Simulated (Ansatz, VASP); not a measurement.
**MnO in VASP and in Ansatz**

```
Mn O
1.0
     0.00000    2.43651    2.48524
     2.43651    0.00000    2.48524
     2.43651    2.43651    0.00000
Mn O
1 1
Direct
  0.00000 0.00000 0.00000
  0.25000 0.25000 0.25000
```

Alike in both runs: task single point; functional PBE; k mesh 8 × 8 × 8; occupations fermi-dirac, width 0.05 eV; collinear spin.

|  | VASP | Ansatz |
| --- | --- | --- |
| version | VASP 6.6.1 | Ansatz 0.2.0 |
| potentials or method | VASP PAW PBE potentials, release 64 (Mn_pv, O) | Ansatz PAW |
| plane-wave cutoff (eV) | 520 | 420 |
| valence electrons in the cell | 19 | 21 |

```tsv
	VASP	Ansatz	Ansatz less VASP
gap on the k mesh at the Fermi level (eV)	none	none	-
pressure (GPa)	-6.4	-6.6	-0.20
traceless stress, the component that is largest in VASP (GPa)	-0.43	-0.44	-0.007
net moment per atom (μB)	2.50	2.50	0.000
size of the moment on the site where the two differ most (μB)	4.45	4.04	-0.402
```

Site moments also hang on the region over which each program counts them. A gap of «none» marks a metal or a gap that the smearing closes. VASP's potentials hold 19 valence electrons a cell and Ansatz's 21, so a difference there can come from the potentials and not from the codes.
